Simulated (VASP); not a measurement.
# TaTl3Ag3 (P6/mmm) in VASP: a series of runs, part 2 of 2

VASP 6.6.1. Earlier steps stand in the parts before.

## Step 3: Relaxation of cell and atoms, PBE

This run uses another cell than the first one, of 30.87 Å³/atom, 0.686 times its volume.

INCAR reads:

```
PREC     = Accurate       # precision mode
ENCUT    = 600            # plane-wave cutoff, eV
EDIFF    = 1E-6           # SCF threshold, eV
ISMEAR   = 0              # smearing method
SIGMA    = 0.2            # smearing width, eV
LREAL    = False          # projectors in reciprocal space
LASPH    = True           # aspherical terms in the spheres
NELM     = 60             # most SCF steps
ALGO     = Fast           # electronic algorithm
ISIF     = 3              # what is computed and relaxed
LWAVE    = False          # write WAVECAR
LCHARG   = False          # write CHGCAR
GGA      = PE             # functional
IBRION   = 2              # ionic algorithm
NSW      = 36             # ionic steps
EDIFFG   = -0.08          # ionic threshold
```

KPOINTS reads:

```
regular mesh
0
Gamma
  4 4 2
```

POSCAR reads:

```
TaTl3Ag3
1.0
    4.8024360600      0.0000000000      0.0000000000
   -2.4012180300      4.1590316300      0.0000000000
    0.0000000000      0.0000000000     10.8192614200
Ta Tl Ag
1 3 3
Direct
    0.0000000000      0.0000000000      0.0000000000
    0.0000000000      0.0000000000      0.2249105300
    0.0000000000      0.0000000000      0.7750894700
    0.0000000000      0.0000000000      0.5000000000
    0.5000000000      0.0000000000      0.5000000000
    0.0000000000      0.5000000000      0.5000000000
    0.5000000000      0.5000000000      0.5000000000
```

Potentials or basis: VASP PAW PBE potentials, release 64 (Ta_pv, Tl_d, Ag).

Started as:

```
$ cat potpaw_PBE.64/Ta_pv/POTCAR potpaw_PBE.64/Tl_d/POTCAR potpaw_PBE.64/Ag/POTCAR > POTCAR
$ mpirun -np 1 vasp_std > vasp.out
```

OUTCAR:

```text
PREC = Accurate
   ENCUT = 600
   EDIFF = 1E-6
   ISMEAR = 0
   LREAL = False
   LASPH = True
   NELM = 60
   ISIF = 3
   GGA = PE
   IBRION = 2
   NSW = 36
   EDIFFG = -0.08

 ion  position               nearest neighbor table
   1  0.000  0.000  0.000-   2 2.43   3 2.43
   2  0.000  0.000  0.225-   1 2.43   4 2.98   5 3.82   5 3.82   7 3.82   6 3.82   6 3.82   7 3.82

   3  0.000  0.000  0.775-   1 2.43   4 2.98   5 3.82   5 3.82   7 3.82   6 3.82   6 3.82   7 3.82

   4  0.000  0.000  0.500-   5 2.40   5 2.40   7 2.40   6 2.40   6 2.40   7 2.40   2 2.98   3 2.98

   5  0.500  0.000  0.500-   4 2.40   4 2.40   7 2.40   7 2.40   6 2.40   6 2.40   2 3.82   3 3.82
                             2 3.82   3 3.82
   6  0.000  0.500  0.500-   7 2.40   7 2.40   4 2.40   4 2.40   5 2.40   5 2.40   3 3.82   3 3.82
                             2 3.82   2 3.82
[... 303 lines left out ...]

[... ionic steps 4 to 8 ...]

--------------------------------------- Ionic step        9  -------------------------------------------

 number of electron      83.0000003 magnetization

------------------------ aborting loop because EDIFF is reached ----------------------------------------
[... 77 lines left out ...]
--------------------------------------- Ionic step       11  -------------------------------------------

 number of electron      83.0000014 magnetization

 Free energy of the ion-electron system (eV)
  ---------------------------------------------------
  ext. energy  EPLUGINS =         0.00000000
  ---------------------------------------------------
  free energy    TOTEN  =       -16.73669713 eV

  energy without entropy =      -16.47594608  energy(sigma->0) =      -16.60632160

 E-fermi :   1.4344     XC(G=0):  -7.1869

 val. band max:        1.4304012959   @ k =   0.5000  -0.0000   0.5000
 cond. band min:       1.4960496701   @ k =   0.2500   0.2500   0.0000
 fundamental gap:      0.0656483742
 Fermi energy:         1.4343512813

 k-point     1 :       0.0000    0.0000    0.0000
  band No.  band energies     occupation
      1     -34.1690      2.00000
      2     -34.1690      2.00000
      3     -33.4530      2.00000
      4     -10.7203      2.00000
      5     -10.2574      2.00000
      6     -10.2574      2.00000
[... 439 lines left out ...]
  FREE ENERGIE OF THE ION-ELECTRON SYSTEM (eV)
  ---------------------------------------------------
  free  energy   TOTEN  =       -16.7366971289 eV

  energy  without entropy=      -16.4759460760  energy(sigma->0) =      -16.60632160

 reached required accuracy - stopping structural energy minimisation
```

CONTCAR:

```text
TaTl3Ag3
   1.00000000000000
     5.6812908588859878   -0.0000000000000000    0.0000000000000000
    -2.8406454294429939    4.9201422131717312   -0.0000000000000000
    -0.0000000000000000   -0.0000000000000000   11.5341842156383141
  Ta              Tl              Ag
     1     3     3
Direct
     0.0000000000000000    1.0000000000000000    0.0000000000000000
     0.0000000000000000    0.0000000000000000    0.2418854758660406
     0.0000000000000000    1.0000000000000000    0.7581145241339592
     0.0000000000000000    1.0000000000000000    0.5000000000000000
     0.5000000000000000    1.0000000000000000    0.5000000000000000
     0.0000000000000000    0.5000000000000000    0.5000000000000000
     0.5000000000000000    0.5000000000000000    0.5000000000000000

  0.00000000E+00  0.00000000E+00  0.00000000E+00
  0.00000000E+00  0.00000000E+00  0.00000000E+00
  0.00000000E+00  0.00000000E+00  0.00000000E+00
  0.00000000E+00  0.00000000E+00  0.00000000E+00
  0.00000000E+00  0.00000000E+00  0.00000000E+00
  0.00000000E+00  0.00000000E+00  0.00000000E+00
  0.00000000E+00  0.00000000E+00  0.00000000E+00
```

Run time: 33 min. Hardware: 1 thread of Intel Xeon 6975P-C, shared host; peak memory 0.47 GiB.

What came out:

| Item | Value |
| --- | --- |
| Free energy | -16.7367 eV |
| Relaxed volume | 46.06 Å³/atom |
| Relaxed cell | a = 5.681 Å, b = 5.681 Å, c = 11.534 Å, α = 90.00°, β = 90.00°, γ = 120.00° |
| Space group after relaxing (to 0.05 Å) | P6/mmm (No. 191) |
| Energy gained by relaxing | 997.4 meV/atom |
| Ionic steps | 11 |
| Pressure after relaxing | 0.0 GPa |
| Largest force after relaxing | 0.008 eV/Å |

Forces on the atoms (eV/Å):
```
Ta   0.000  0.000  0.000
Tl   0.000  0.000 -0.008
Tl   0.000  0.000  0.008
Tl   0.000  0.000  0.000
Ag   0.000  0.000  0.000
Ag   0.000  0.000  0.000
Ag   0.000  0.000  0.000
```

Step by step:
```tsv
step	energy change (eV)	largest force (eV/Å)	pressure (GPa)	volume (Å³)
1	0.0000	3.2193	28.41	216.10
2	-5.7395	0.0578	-2.49	433.33
3	-5.8473	0.6313	0.44	320.52
4	-6.7457	0.4600	-0.53	335.23
5	-6.7585	0.5268	-0.15	328.13
6	-6.9306	0.5417	0.01	325.59
7	-6.9519	0.3506	-0.02	325.06
8	-6.9635	0.1651	-0.03	324.47
9	-6.9650	0.0889	-0.04	324.20
10	-6.9774	0.0467	-0.04	323.28
11	-6.9816	0.0083	-0.03	322.41
```

Final structure:
```
Ta Tl Ag
1.0
     5.68129    0.00000    0.00000
    -2.84065    4.92014    0.00000
     0.00000    0.00000   11.53418
Ta Tl Ag
1 3 3
Direct
  0.00000 0.00000 0.00000
  0.00000 0.00000 0.24189
  0.00000 0.00000 0.75811
  0.00000 0.00000 0.50000
  0.50000 0.00000 0.50000
  0.00000 0.50000 0.50000
  0.50000 0.50000 0.50000
```

Levels at points of the mesh, in eV from the Fermi level:
```csv
k point,band 40,band 41,band 42,band 43,band 44,band 45
"(0.00, 0.00, 0.00)",-0.38,0.00,0.00,0.19,0.20,0.20
"(0.50, 0.00, 0.00)",-0.20,-0.09,-0.05,0.08,0.21,0.41
"(0.00, 0.00, 0.50)",-0.52,0.20,0.20,0.26,0.26,0.52
"(0.50, 0.00, 0.50)",-0.27,-0.23,-0.15,0.00,0.29,0.39
```

Caveat: the k points lie up to 0.32 Å⁻¹ apart in the final cell; the volume moved by over 15 % at a fixed basis, so the end points are rough; spin-orbit coupling is left out, which moves the levels of the heavy elements; the relaxation stopped at a loose force limit of 0.08 eV/Å, so its end isn't a converged minimum.
